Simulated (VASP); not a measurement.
Pd, 4 atoms in the cell. The structure is hexagonal, space group P6_3/mmc (No. 194). Conventional cell: a = 2.772 Å, b = 2.772 Å, c = 9.135 Å, α = 90.00°, β = 90.00°, γ = 120.00°. Pd (site symmetry -3m) has 12 Pd at 2.77 to 2.79 Å within 3.7 Å. Within 3.7 Å of Pd (site symmetry -6m2) lie 12 Pd at 2.77 to 2.79 Å. This isn't the form of Pd at room conditions, which is fcc.

- Program: VASP 6.6.1
- Task: single point
- Functional: PBEsol
- Potentials or basis: VASP PAW PBE potentials, release 64 (Pd)
- Cutoff: 520 eV
- k mesh: 15 × 15 × 4
- Occupations: fermi-dirac, width 0.1 eV
- Spin: no spin polarisation
- Dipole correction: no
- Further INCAR settings: ALGO = Normal; EDIFF = 1e-06; NBANDS = 28

Potentials or basis: VASP PAW PBE potentials, release 64 (Pd).

Launch:

```bash
$ cat potpaw_PBE.64/Pd/POTCAR > POTCAR
$ mpirun -np 1 vasp_std > vasp.out
```

Hardware: 1 thread of AMD EPYC 9R45 (Zen 5) (shared host).

How long does it take, and how much memory?

It took 61 s on 1 thread of AMD EPYC 9R45 (Zen 5), with other jobs on the host, peak memory 0.22 GiB. Counts: scf iterations 13, k points 81.
